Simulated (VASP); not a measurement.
# SiC in VASP: notebook

The runs below take SiC through single point, with PBEsol.

Everything below comes from runs of VASP 6.6.1. Logs are shortened: lines on timing, memory, paths and dates and some standing lists are left out, and cuts for length are marked.

### Step 1. The cell of the first run

It takes space group Cm (No. 8, monoclinic). Conventional cell: a = 5.336 Å, b = 3.081 Å, c = 3.081 Å, α = 90.00°, β = 125.26°, γ = 90.00°. Si (site symmetry m) has 4 C at 1.81 to 1.97 Å within 2.4 Å. C (site symmetry m) has 4 Si at 1.81 to 1.97 Å within 2.4 Å.

### Step 2. Single point, PBEsol (mode 4 frozen in at -0.048 Å and mode 5 at -0.048 Å (largest displacements))

INCAR reads:

```
SYSTEM = SiC
PREC = Accurate ; ENCUT = 520
EDIFF = 1E-6 ; ISMEAR = 0
SIGMA = 0.05 ; LREAL = .FALSE.
LASPH = .TRUE. ; NELM = 100
ALGO = Normal ; ISIF = 2
LWAVE = .FALSE. ; LCHARG = .FALSE.
GGA = PS ; NBANDS = 11
```

KPOINTS reads:

```
regular mesh
0
G
  10 10 10
  0 0 0
```

POSCAR reads:

```
SiC
1.0
    0.0000000000      2.1783945700      2.1783945700
    2.1783945700      0.0000000000      2.1783945700
    2.1783945700      2.1783945700      0.0000000000
Si C
1 1
Direct
    0.0000000000      0.0094234391      0.0000000000
    0.7500000000      0.7279654243      0.7500000000
```

Potentials or basis: VASP PAW PBE potentials, release 64 (Si, C).

Command:

```sh
$ cat potpaw_PBE.64/Si/POTCAR potpaw_PBE.64/C/POTCAR > POTCAR
$ mpirun -np 1 vasp_std > vasp.out
```

OUTCAR:

```text
SYSTEM = SiC
   PREC = Accurate
   ENCUT = 520
   EDIFF = 1E-6
   ISMEAR = 0
   LREAL = .FALSE.
   LASPH = .TRUE.
   NELM = 100
   ISIF = 2
   GGA = PS

 ion  position               nearest neighbor table
   1  0.000  0.009  0.000-   2 1.81   2 1.89   2 1.89   2 1.97
   2  0.750  0.728  0.750-   1 1.81   1 1.89   1 1.89   1 1.97

  LATTYP: Found a face centered cubic cell.
 ALAT       =     4.3567891400

  Lattice vectors:

 A1 = (   0.0000000000,   2.1783945700,   2.1783945700)
 A2 = (   2.1783945700,   0.0000000000,   2.1783945700)
 A3 = (   2.1783945700,   2.1783945700,   0.0000000000)

Analysis of symmetry for initial positions (statically):
=====================================================================
 Subroutine PRICEL returns:
 Original cell was already a primitive cell.

 Routine SETGRP: Setting up the symmetry group for a
 face centered cubic supercell.

 Subroutine GETGRP returns: Found  2 space group operations
 (whereof  2 operations were pure point group operations)
 out of a pool of 48 trial point group operations.

The static configuration has the point symmetry C_1h.

Analysis of symmetry for dynamics (positions and initial velocities):
=====================================================================
 Subroutine PRICEL returns:
 Original cell was already a primitive cell.

 Routine SETGRP: Setting up the symmetry group for a
 face centered cubic supercell.

 Subroutine GETGRP returns: Found  2 space group operations
 (whereof  2 operations were pure point group operations)
 out of a pool of 48 trial point group operations.

The dynamic configuration has the point symmetry C_1h.

 Subroutine INISYM returns: Found  2 space group operations
 (whereof  2 operations are pure point group operations),
 and found     1 'primitive' translations

----------------------------------------------------------------------------------------

                                     Primitive cell

  volume of cell :      20.6747

  direct lattice vectors                    reciprocal lattice vectors
     0.000000000  2.178394570  2.178394570    -0.229526830  0.229526830  0.229526830
     2.178394570  0.000000000  2.178394570     0.229526830 -0.229526830  0.229526830
     2.178394570  2.178394570  0.000000000     0.229526830  0.229526830 -0.229526830

  length of vectors
     3.080715145  3.080715145  3.080715145     0.397552131  0.397552131  0.397552131

  position of ions in fractional coordinates (direct lattice)
     0.000000000  0.009423439  0.000000000
     0.750000000  0.727965424  0.750000000

  ion indices of the primitive-cell ions
   primitive index   ion index
                 1           1
                 2           2

----------------------------------------------------------------------------------------

 KPOINTS: regular mesh

Automatic generation of k-mesh.
 Grid dimensions read from file:
 generate k-points for:   10   10   10

 Generating k-lattice:

  Cartesian coordinates                     Fractional coordinates (reciprocal lattice)
    -0.022952683  0.022952683  0.022952683     0.100000000  0.000000000  0.000000000
     0.022952683 -0.022952683  0.022952683     0.000000000  0.100000000  0.000000000
     0.022952683  0.022952683 -0.022952683     0.000000000  0.000000000  0.100000000

  Length of vectors
     0.039755213  0.039755213  0.039755213

  Shift w.r.t. Gamma in fractional coordinates (k-lattice)
     0.000000000  0.000000000  0.000000000

 Subroutine IBZKPT returns following result:
 ===========================================

 Found    282 irreducible k-points:

 Following reciprocal coordinates:
            Coordinates               Weight
  0.000000  0.000000  0.000000      1.000000
  0.100000  0.000000  0.000000      4.000000
  0.000000  0.100000  0.000000      2.000000
  0.100000  0.100000  0.100000      2.000000
  0.200000  0.000000  0.000000      4.000000
  0.000000  0.200000  0.000000      2.000000
[... 16 lines left out ...]
  0.200000  0.100000  0.200000      2.000000
  0.200000  0.200000  0.100000      4.000000
 [... further k-points ...]
   k-points           NKPTS =    282   k-points in BZ     NKDIM =    282   number of bands    NBANDS=     11
   number of dos      NEDOS =    301   number of ions     NIONS =      2
   total plane-waves  NPLWV =  13824
   dimension x,y,z NGX =    24 NGY =   24 NGZ =   24
   dimension x,y,z NGXF=    48 NGYF=   48 NGZF=   48
   ions per type =               1   1
   NGX,Y,Z   is equivalent  to a cutoff of  12.95, 12.95, 12.95 a.u.
   NGXF,Y,Z  is equivalent  to a cutoff of  25.90, 25.90, 25.90 a.u.
 SYSTEM =  SiC
   PREC   = accura    normal or accurate (medium, high low for compatibility)
   ISTART =      0    job   : 0-new  1-cont  2-samecut
   ICHARG =      2    charge: 1-file 2-atom 10-const
   ISPIN  =      1    spin polarized calculation?
   LNONCOLLINEAR =      F non collinear calculations
   LSORBIT =      F    spin-orbit coupling
   LASPH  =      T    aspherical Exc in radial PAW
   ENCUT  =  520.0 eV  38.22 Ry    6.18 a.u.   5.73  5.73  5.73*2*pi/ulx,y,z
   NELM   =    100;   NELMIN=  2; NELMDL= -5     # of ELM steps
   EDIFF  = 0.1E-05   stopping-criterion for ELM
   LREAL  =      F    real-space projection
   EDIFFG = 0.1E-04   stopping-criterion for IOM
   NSW    =      0    number of steps for IOM
   IBRION =     -1    ionic relax: 0-MD 1-quasi-New 2-CG
   NFREE  =      0    steps in history (QN), initial steepest desc. (CG)
   ISIF   =      2    stress and relaxation
   ISYM   =      2    0-nonsym 1-usesym 2-fastsym
   POTIM  = 0.5000    time-step for ionic-motion
   TEBEG  =    0.0;   TEEND  =   0.0 temperature during run
   PSTRESS=    0.0 pullay stress
   NELECT =       8.0000    total number of electrons
   NUPDOWN=      -1.0000    fix difference up-down
   EMIN   =  10.00;   EMAX   =-10.00  energy-range for DOS
   EFERMI =   0.00;   METHOD = LEGACY
   ISMEAR =     0;   SIGMA  =   0.05  broadening in eV -4-tet -1-fermi 0-gaus
   EFERMI_NEDOS =   21; number of points for ismear=-14 and -15
   IALGO  =     38    algorithm
   IMIX   =      4    mixing-type and parameters
     AMIX     =   0.40;   BMIX     =  1.00
     AMIX_MAG =   1.60;   BMIX_MAG =  1.00
  volume/ion in A,a.u.               =      10.34        69.76
  Fermi-wavevector in a.u.,A,eV,Ry     =   1.192957  2.254363 19.363097  1.423147
  Thomas-Fermi vector in A             =   2.328983
   LORBIT       =      0    0 simple, 1 ext, 2 COOP (PROOUT), +10 PAW based schemes
   GGA     = PS    functional components
   LHFCALC =     F    Hartree Fock is set to
   AEXX    =    0.0000 exact exchange contribution
   IVDW    =     0    specifies the selected vdW correction
   LEPSILON=     F    determine dielectric tensor
   LRPA    =     F    only Hartree local field effects (RPA)
 non-spin polarized calculation
 Gauss-broadening in eV      SIGMA  =   0.05
  energy-cutoff  :      520.00
  volume of cell :       20.67
 maximum number of plane-waves:       568
   NGX = 11   NGY = 11   NGZ = 11

 number of electron       8.0000001 magnetization

 Free energy of the ion-electron system (eV)
  ---------------------------------------------------
  ext. energy  EPLUGINS =         0.00000000
  ---------------------------------------------------
  free energy    TOTEN  =       -15.82443367 eV

  energy without entropy =      -15.82443367  energy(sigma->0) =      -15.82443367

 E-fermi :   8.7506     XC(G=0): -11.5083

 val. band max:        8.4951115643   @ k =   0.0000   0.0000   0.0000
 cond. band min:       9.2717177892   @ k =   0.5000   0.0000   0.5000
 fundamental gap:      0.7766062249
 Fermi energy:         8.7505712129

 k-point     1 :       0.0000    0.0000    0.0000
  band No.  band energies     occupation
      1      -7.3714      2.00000
      2       7.5899      2.00000
      3       8.0683      2.00000
      4       8.4951      2.00000
      5      14.2179      0.00000
      6      15.1718      0.00000
      7      15.2862      0.00000
      8      15.5361      0.00000
      9      22.5043      0.00000
     10      22.5079      0.00000
     11      24.2839      0.00000

 k-point     2 :       0.1000    0.0000    0.0000
  band No.  band energies     occupation
      1      -7.1753      2.00000
      2       6.9554      2.00000
      3       7.6138      2.00000
      4       8.3096      2.00000
      5      14.4664      0.00000
      6      15.2925      0.00000
      7      15.5517      0.00000
      8      15.9027      0.00000
      9      21.5250      0.00000
     10      21.5735      0.00000
     11      24.0958      0.00000

 k-point     3 :       0.0000    0.1000    0.0000
  band No.  band energies     occupation
      1      -7.1739      2.00000
      2       6.6707      2.00000
      3       7.9216      2.00000
      4       8.3327      2.00000
      5      14.4437      0.00000
      6      15.3822      0.00000
      7      15.6009      0.00000
      8      15.7914      0.00000
      9      21.4068      0.00000
     10      21.4479      0.00000
     11      24.2691      0.00000

 k-point     4 :       0.1000    0.1000    0.1000
  band No.  band energies     occupation
      1      -7.1767      2.00000
      2       7.2744      2.00000
      3       7.5974      2.00000
      4       7.9452      2.00000
      5      14.5298      0.00000
      6      15.4331      0.00000
      7      15.4601      0.00000
      8      15.7999      0.00000
      9      21.6528      0.00000
     10      21.6624      0.00000
     11      23.9107      0.00000
[... 239 lines left out ...]
 k-point    22 :       0.1000    0.1000   -0.1000
  band No.  band energies     occupation
      1      -6.6562      2.00000
      2       5.5399      2.00000
      3       6.8766      2.00000
      4       7.8339      2.00000
      5      14.0794      0.00000
      6      15.2425      0.00000
      7      16.5853      0.00000
      8      16.9099      0.00000
      9      19.3839      0.00000
     10      22.4026      0.00000
     11      24.6751      0.00000

 k-point    23 :       0.2000    0.1000    0.2000
  band No.  band energies     occupation
      1      -6.6622      2.00000
      2       5.9342      2.00000
      3       7.0202      2.00000
      4       7.1759      2.00000
      5      14.0872      0.00000
      6      15.5496      0.00000
      7      16.4451      0.00000
      8      16.5610      0.00000
      9      19.5853      0.00000
     10      22.7839      0.00000
     11      24.6277      0.00000

 k-point    24 :       0.2000    0.2000    0.1000
  band No.  band energies     occupation
      1      -6.6608      2.00000
      2       5.8442      2.00000
      3       6.8754      2.00000
      4       7.4329      2.00000
      5      14.0859      0.00000
      6      15.4565      0.00000
      7      16.4666      0.00000
      8      16.7221      0.00000
      9      19.5063      0.00000
     10      22.6754      0.00000
     11      24.5371      0.00000

 [... further k-points ...]
[... 5 lines left out ...]
  --------------------------------------------------------------------------------------
  -------------------------------------------------------------------------------------
  Total        0.1515923      0.2687583      0.1515923     -0.6037243     -0.6037243      0.1817222
  in kB       11.7475725     20.8272956     11.7475725    -46.7853178    -46.7853180     14.0824714
  external PRESSURE =      14.7741469 kB  Pullay stress =       0.0000000 kB

 VOLUME and BASIS-vectors are now :
 -----------------------------------------------------------------------------
  energy-cutoff  :      520.00
  volume of cell :       20.67
      direct lattice vectors                 reciprocal lattice vectors
     0.000000000  2.178394570  2.178394570    -0.229526830  0.229526830  0.229526830
     2.178394570  0.000000000  2.178394570     0.229526830 -0.229526830  0.229526830
     2.178394570  2.178394570  0.000000000     0.229526830  0.229526830 -0.229526830

 POSITION                                       TOTAL-FORCE (eV/Angst)
 -----------------------------------------------------------------------------------
      0.02053      0.00000      0.02053        -1.325966      0.326963     -1.325966
      3.21959      3.26759      3.21959         1.325966     -0.326963      1.325966
 -----------------------------------------------------------------------------------
    total drift:                                0.000064     -0.000010      0.000064

  FREE ENERGIE OF THE ION-ELECTRON SYSTEM (eV)
  ---------------------------------------------------
  free  energy   TOTEN  =       -15.8244336734 eV

  energy  without entropy=      -15.8244336734  energy(sigma->0) =      -15.82443367
```

It took 15 s on 1 thread of Intel Xeon 6975P-C (Granite Rapids), shared host; peak memory 0.17 GiB.

Results:

```
Free energy            : -15.8244 eV
Pressure               : 1.5 GPa
Largest force          : 1.903 eV/Å
Band gap on the k mesh : 0.78 eV, indirect (least direct gap 4.25 eV)
```

Forces in eV/Å, atoms in the order of the input:
```
Si  -1.326  0.327 -1.326
C    1.326 -0.327  1.326
```

Caveat: the cell differs from its parent crystal (mode 4 frozen in at -0.048 Å and mode 5 at -0.048 Å (largest displacements)); the PAW data sets were made with another functional, which shifts forces and pressure a little. A k mesh can miss the band edges.

(Part 1 of 2 ends here.)
